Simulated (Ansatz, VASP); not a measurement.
# Two plane-wave programs on Cu6H

```xyz
14
Lattice="5.1332 0.0000 0.0000 0.0000 5.1332 0.0000 0.0000 0.0000 21.5289" Properties=species:S:1:pos:R:3 pbc="T T T"
Cu    1.2833    1.2833    4.0000
Cu    1.2833    3.8499    4.0000
Cu    3.8499    1.2833    4.0000
Cu    3.8499    3.8499    4.0000
Cu    0.0000    0.0000    5.7645
Cu    0.0000    2.5666    5.7645
Cu    2.5666    0.0000    5.7645
Cu    2.5666    2.5666    5.7645
Cu    1.2833    1.2833    7.5289
Cu    1.2833    3.8499    7.5289
Cu    3.8499    1.2833    7.5289
Cu    3.8499    3.8499    7.5289
H     0.9083    5.1332    8.2989
H     1.6583    5.1332    8.2989
```

Alike in both runs: task single point; functional PBE; k mesh 5 × 5 × 1; occupations gaussian, width 0.1 eV; no spin polarisation.

```csv
,VASP,Ansatz
version,VASP 6.6.1,Ansatz 0.2.0
potentials or method,"VASP PAW PBE potentials, release 64 (Cu, H), cutoff 520 eV","scalar-relativistic, plane waves, PAW"
valence electrons in the cell,134,230
```

Ansatz gave:

* gap on the k mesh at the Fermi level (eV): none
* rms of the force components (eV/Å): 1.222
* work function, face that differs most (eV): 4.35

Task: Which values does VASP return?

Result: gap on the k mesh at the Fermi level (eV): none; rms of the force components (eV/Å): 1.234; work function, face that differs most (eV): 4.33.

Atom by atom the forces differ by 0.021 eV/Å (rms over components). A gap of «none» marks a metal or a gap that the smearing closes. VASP's potentials hold 134 valence electrons a cell and Ansatz's 230, so a difference there can come from the potentials and not from the codes.
